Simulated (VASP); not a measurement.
# CdS in VASP: notebook

CdS is run at these levels: LDA; tasks: relaxation of cell and atoms, single point.

Everything below comes from runs of VASP 6.6.1. Logs are shortened: lines on timing, memory, paths and dates and some standing lists are left out, and cuts for length are marked.

## (1) The cell of the first run

Symmetry: P6_3mc, No. 186, hexagonal system. Conventional cell: a = 4.205 Å, b = 4.205 Å, c = 6.826 Å, α = 90.00°, β = 90.00°, γ = 120.00°. Within 3.4 Å of Cd (site symmetry 3m) lie 4 S at 2.56 to 2.57 Å. Within 3.4 Å of S (site symmetry 3m) lie 4 Cd at 2.56 to 2.57 Å.

## (2) Relaxation of cell and atoms, LDA

File INCAR:

```
ALGO     = Normal         # electronic algorithm
EDIFF    = 1E-7           # SCF threshold, eV
EDIFFG   = -0.005         # ionic threshold
ENCUT    = 600            # plane-wave cutoff, eV
IBRION   = 2              # ionic algorithm
ISIF     = 3              # what is computed and relaxed
ISMEAR   = -1             # smearing method
LASPH    = T              # aspherical terms in the spheres
LCHARG   = F              # write CHGCAR
LREAL    = F              # projectors in reciprocal space
LWAVE    = F              # write WAVECAR
NELM     = 80             # most SCF steps
NSW      = 100            # ionic steps
PREC     = Accurate       # precision mode
SIGMA    = 0.02           # smearing width, eV
```

File KPOINTS:

```
k-points
0
Gamma
  7 7 4
```

File POSCAR:

```
CdS
1.0
    4.2046115258      0.0000000000      0.0000000000
   -2.1023057629      3.6413003944      0.0000000000
    0.0000000000      0.0000000000      6.8256549035
Cd S
2 2
Direct
    0.3333333333      0.6666666667      0.0000000000
    0.6666666667      0.3333333333      0.5000000000
    0.3333333333      0.6666666667      0.3750000000
    0.6666666667      0.3333333333      0.8750000000
```

Potentials or basis: VASP PAW LDA potentials, release 64 (Cd, S).

Started as:

```sh
> cat potpaw_LDA.64/Cd/POTCAR potpaw_LDA.64/S/POTCAR > POTCAR
> mpirun -np 1 vasp_std > vasp.out
```

OUTCAR:

```text
EDIFF = 1E-7
   EDIFFG = -0.005
   ENCUT = 600
   IBRION = 2
   ISIF = 3
   ISMEAR = -1
   LASPH = T
   LREAL = F
   NELM = 80
   NSW = 100
   PREC = Accurate

 ion  position               nearest neighbor table
   1  0.333  0.667  0.000-   3 2.56   4 2.57   4 2.57   4 2.57
   2  0.667  0.333  0.500-   4 2.56   3 2.57   3 2.57   3 2.57
   3  0.333  0.667  0.375-   1 2.56   2 2.57   2 2.57   2 2.57
   4  0.667  0.333  0.875-   2 2.56   1 2.57   1 2.57   1 2.57

  LATTYP: Found a hexagonal cell.
 ALAT       =     4.2046115258
 C/A-ratio  =     1.6233734940

  Lattice vectors:

 A1 = (   4.2046115258,   0.0000000000,   0.0000000000)
 A2 = (  -2.1023057629,   3.6413003944,   0.0000000000)
 A3 = (   0.0000000000,   0.0000000000,   6.8256549035)

Analysis of symmetry for initial positions (statically):
=====================================================================
 Subroutine PRICEL returns:
 Original cell was already a primitive cell.

 Routine SETGRP: Setting up the symmetry group for a
 hexagonal supercell.

 Subroutine GETGRP returns: Found 12 space group operations
 (whereof  6 operations were pure point group operations)
 out of a pool of 24 trial point group operations.

The static configuration has the point symmetry C_3v.
 The point group associated with its full space group is C_6v.

Analysis of symmetry for dynamics (positions and initial velocities):
=====================================================================
 Subroutine PRICEL returns:
 Original cell was already a primitive cell.

 Routine SETGRP: Setting up the symmetry group for a
 hexagonal supercell.

 Subroutine GETGRP returns: Found 12 space group operations
 (whereof  6 operations were pure point group operations)
 out of a pool of 24 trial point group operations.

The dynamic configuration has the point symmetry C_3v.
 The point group associated with its full space group is C_6v.

 Subroutine INISYM returns: Found 12 space group operations
 (whereof  6 operations are pure point group operations),
 and found     1 'primitive' translations

----------------------------------------------------------------------------------------

                                     Primitive cell

  volume of cell :     104.5025

  direct lattice vectors                    reciprocal lattice vectors
     4.204611526  0.000000000  0.000000000     0.237834100  0.137313582  0.000000000
    -2.102305763  3.641300394  0.000000000     0.000000000  0.274627164  0.000000000
     0.000000000  0.000000000  6.825654904     0.000000000  0.000000000  0.146506088

  length of vectors
     4.204611526  4.204611526  6.825654904     0.274627164  0.274627164  0.146506088

  position of ions in fractional coordinates (direct lattice)
     0.333333333  0.666666667  0.000000000
     0.666666667  0.333333333  0.500000000
     0.333333333  0.666666667  0.375000000
     0.666666667  0.333333333  0.875000000

  ion indices of the primitive-cell ions
   primitive index   ion index
                 1           1
                 2           2
                 3           3
                 4           4

----------------------------------------------------------------------------------------

 KPOINTS: k-points

Automatic generation of k-mesh.
 Grid dimensions read from file:
 generate k-points for:    7    7    4

 Generating k-lattice:

  Cartesian coordinates                     Fractional coordinates (reciprocal lattice)
     0.033976300  0.019616226  0.000000000     0.142857143  0.000000000  0.000000000
     0.000000000  0.039232452  0.000000000     0.000000000  0.142857143  0.000000000
     0.000000000  0.000000000  0.036626522     0.000000000  0.000000000  0.250000000

  Length of vectors
     0.039232452  0.039232452  0.036626522

  Shift w.r.t. Gamma in fractional coordinates (k-lattice)
     0.000000000  0.000000000  0.000000000

 Subroutine IBZKPT returns following result:
 ===========================================

 Found     24 irreducible k-points:

 Following reciprocal coordinates:
            Coordinates               Weight
  0.000000  0.000000  0.000000      1.000000
  0.142857  0.000000  0.000000      6.000000
  0.285714  0.000000  0.000000      6.000000
  0.428571  0.000000  0.000000      6.000000
  0.142857  0.142857  0.000000      6.000000
  0.285714  0.142857  0.000000     12.000000
[... 16 lines left out ...]
  0.428571  0.142857  0.500000      6.000000
  0.285714  0.285714  0.500000      6.000000
   k-points           NKPTS =     24   k-points in BZ     NKDIM =     24   number of bands    NBANDS=     22
   number of dos      NEDOS =    301   number of ions     NIONS =      4
   total plane-waves  NPLWV =  72576
   dimension x,y,z NGX =    36 NGY =   36 NGZ =   56
   dimension x,y,z NGXF=    72 NGYF=   72 NGZF=  112
   ions per type =               2   2
   NGX,Y,Z   is equivalent  to a cutoff of  14.23, 14.23, 13.64 a.u.
   NGXF,Y,Z  is equivalent  to a cutoff of  28.47, 28.47, 27.28 a.u.
 SYSTEM =  unknown system
   PREC   = accura    normal or accurate (medium, high low for compatibility)
   ISTART =      0    job   : 0-new  1-cont  2-samecut
   ICHARG =      2    charge: 1-file 2-atom 10-const
   ISPIN  =      1    spin polarized calculation?
   LNONCOLLINEAR =      F non collinear calculations
   LSORBIT =      F    spin-orbit coupling
   LASPH  =      T    aspherical Exc in radial PAW
   ENCUT  =  600.0 eV  44.10 Ry    6.64 a.u.   8.40  8.40 13.63*2*pi/ulx,y,z
   NELM   =     80;   NELMIN=  2; NELMDL= -5     # of ELM steps
   EDIFF  = 0.1E-06   stopping-criterion for ELM
   LREAL  =      F    real-space projection
   EDIFFG = -.5E-02   stopping-criterion for IOM
   NSW    =    100    number of steps for IOM
   IBRION =      2    ionic relax: 0-MD 1-quasi-New 2-CG
   NFREE  =      1    steps in history (QN), initial steepest desc. (CG)
   ISIF   =      3    stress and relaxation
   ISYM   =      2    0-nonsym 1-usesym 2-fastsym
   POTIM  = 0.5000    time-step for ionic-motion
   TEBEG  =    0.0;   TEEND  =   0.0 temperature during run
   PSTRESS=    0.0 pullay stress
   NELECT =      36.0000    total number of electrons
   NUPDOWN=      -1.0000    fix difference up-down
   EMIN   =  10.00;   EMAX   =-10.00  energy-range for DOS
   EFERMI =   0.00;   METHOD = LEGACY
   ISMEAR =    -1;   SIGMA  =   0.02  broadening in eV -4-tet -1-fermi 0-gaus
   EFERMI_NEDOS =   21; number of points for ismear=-14 and -15
   IALGO  =     38    algorithm
   IMIX   =      4    mixing-type and parameters
     AMIX     =   0.40;   BMIX     =  1.00
     AMIX_MAG =   1.60;   BMIX_MAG =  1.00
  volume/ion in A,a.u.               =      26.13       176.30
  Fermi-wavevector in a.u.,A,eV,Ry     =   1.147625  2.168697 17.919468  1.317044
  Thomas-Fermi vector in A             =   2.284304
   LORBIT       =      0    0 simple, 1 ext, 2 COOP (PROOUT), +10 PAW based schemes
   GGA     = CA    functional components
   LHFCALC =     F    Hartree Fock is set to
   AEXX    =    0.0000 exact exchange contribution
   IVDW    =     0    specifies the selected vdW correction
   LEPSILON=     F    determine dielectric tensor
   LRPA    =     F    only Hartree local field effects (RPA)
 conjugate gradient relaxation of ions
 non-spin polarized calculation
  energy-cutoff  :      600.00
  volume of cell :      104.50
 maximum number of plane-waves:      3544
 NGX is ok and might be reduce to    36
   NGX = 17   NGY = 17   NGZ = 27

--------------------------------------- Ionic step        1  -------------------------------------------

 number of electron      36.0000003 magnetization

 Free energy of the ion-electron system (eV)
  ---------------------------------------------------
  ext. energy  EPLUGINS =         0.00000000
  ---------------------------------------------------
  free energy    TOTEN  =       -14.68799876 eV

  energy without entropy =      -14.68799876  energy(sigma->0) =      -14.68799876

------------------------ aborting loop because EDIFF is reached ----------------------------------------

  FORCE on cell =-STRESS in cart. coord.  units (eV):
  Direction    XX          YY          ZZ          XY          YZ          ZX
  --------------------------------------------------------------------------------------
  -------------------------------------------------------------------------------------
  Total       -3.1465499     -3.1465499     -2.8306344      0.0000000      0.0000000      0.0000000
  in kB      -48.2412440    -48.2412440    -43.3977943      0.0000000      0.0000000      0.0000000
  external PRESSURE =     -46.6267608 kB  Pullay stress =       0.0000000 kB

 VOLUME and BASIS-vectors are now :
 -----------------------------------------------------------------------------
  energy-cutoff  :      600.00
  volume of cell :      104.50
      direct lattice vectors                 reciprocal lattice vectors
     4.204611526  0.000000000  0.000000000     0.237834100  0.137313582  0.000000000
    -2.102305763  3.641300394  0.000000000     0.000000000  0.274627164  0.000000000
     0.000000000  0.000000000  6.825654904     0.000000000  0.000000000  0.146506088
[... 153 lines left out ...]
 POSITION                                       TOTAL-FORCE (eV/Angst)
 -----------------------------------------------------------------------------------
     -0.00000      2.35792      6.65705         0.000000      0.000000      0.001330
      2.04202      1.17896      3.32699         0.000000      0.000000      0.001330
     -0.00000      2.35792      2.50062        -0.000000     -0.000000     -0.001330
      2.04202      1.17896      5.83067        -0.000000     -0.000000     -0.001330
 -----------------------------------------------------------------------------------
    total drift:                               -0.000000      0.000000      0.000338

  FREE ENERGIE OF THE ION-ELECTRON SYSTEM (eV)
  ---------------------------------------------------
  free  energy   TOTEN  =       -14.8207429492 eV

  energy  without entropy=      -14.8207429492  energy(sigma->0) =      -14.82074295

--------------------------------------- Ionic step        6  -------------------------------------------

 number of electron      35.9999998 magnetization

 Free energy of the ion-electron system (eV)
  ---------------------------------------------------
  ext. energy  EPLUGINS =         0.00000000
  ---------------------------------------------------
  free energy    TOTEN  =       -14.82075617 eV

  energy without entropy =      -14.82075617  energy(sigma->0) =      -14.82075617

 E-fermi :   1.7978     XC(G=0):  -9.7242

 val. band max:        1.4098593412   @ k =   0.0000   0.0000   0.0000
 cond. band min:       2.4469413672   @ k =   0.0000   0.0000   0.0000
 fundamental gap:      1.0370820261
 Fermi energy:         1.7978415701

 k-point     1 :       0.0000    0.0000    0.0000
  band No.  band energies     occupation
      1     -11.1536      2.00000
      2     -10.6733      2.00000
      3      -6.4792      2.00000
      4      -6.4671      2.00000
      5      -6.4671      2.00000
      6      -6.3749      2.00000
[... 14 lines left out ...]
     21       7.7000      0.00000
     22       7.7000      0.00000
[... 595 lines left out ...]
 POSITION                                       TOTAL-FORCE (eV/Angst)
 -----------------------------------------------------------------------------------
     -0.00000      2.35773      6.65454        -0.000000     -0.000000     -0.003965
      2.04185      1.17886      3.32585        -0.000000     -0.000000     -0.003965
     -0.00000      2.35773      2.49936         0.000000      0.000000      0.003965
      2.04185      1.17886      5.82804         0.000000      0.000000      0.003965
 -----------------------------------------------------------------------------------
    total drift:                               -0.000000      0.000000      0.000496

  FREE ENERGIE OF THE ION-ELECTRON SYSTEM (eV)
  ---------------------------------------------------
  free  energy   TOTEN  =       -14.8207561653 eV

  energy  without entropy=      -14.8207561653  energy(sigma->0) =      -14.82075617

 reached required accuracy - stopping structural energy minimisation
```

It took 2.1 min on 1 thread of Intel Xeon 6975P-C (Granite Rapids), shared host; peak memory 0.24 GiB.

What came out:

```yaml
Free_energy: -14.8208 eV
Relaxed_volume: 24.04 Å³/atom
Relaxed_cell: a = 4.084 Å, b = 4.084 Å, c = 6.657 Å, α = 90.00°, β = 90.00°, γ = 120.00°
Space_group_after_relaxing_to_0.1_Å: P6_3mc (No. 186)
Energy_gained_by_relaxing: 33.2 meV/atom
Ionic_steps: 6
Pressure_after_relaxing: 0.0 GPa
Largest_force_after_relaxing: 0.004 eV/Å
Band_gap_on_the_k_mesh: 1.04 eV
```

Forces on the atoms (eV/Å):
```
Cd   0.000  0.000 -0.004
Cd   0.000  0.000 -0.004
S    0.000  0.000  0.004
S    0.000  0.000  0.004
```

Step by step:
| step | energy change (eV) | largest force (eV/Å) | pressure (GPa) | volume (Å³) |
| --- | --- | --- | --- | --- |
| 1 | 0.0000 | 0.0558 | -4.66 | 104.50 |
| 2 | -0.1157 | 0.0057 | 2.07 | 93.42 |
| 3 | -0.1326 | 0.0245 | 0.01 | 96.11 |
| 4 | -0.1326 | 0.0235 | 0.13 | 95.95 |
| 5 | -0.1327 | 0.0013 | -0.05 | 96.20 |
| 6 | -0.1328 | 0.0040 | -0.01 | 96.15 |

Final structure:
```cif
data_structure
_symmetry_space_group_name_H-M 'P 1'
_symmetry_Int_Tables_number 1
_cell_length_a 4.0837
_cell_length_b 4.0837
_cell_length_c 6.6574
_cell_angle_alpha 90.000
_cell_angle_beta 90.000
_cell_angle_gamma 120.000
_cell_volume 96.15
loop_
_atom_site_label
_atom_site_type_symbol
_atom_site_fract_x
_atom_site_fract_y
_atom_site_fract_z
_atom_site_occupancy
Cd1 Cd 0.33333 0.66667 0.99957 1
Cd2 Cd 0.66667 0.33333 0.49957 1
S1 S 0.33333 0.66667 0.37543 1
S2 S 0.66667 0.33333 0.87543 1
```

(Part 1 of 2 ends here.)
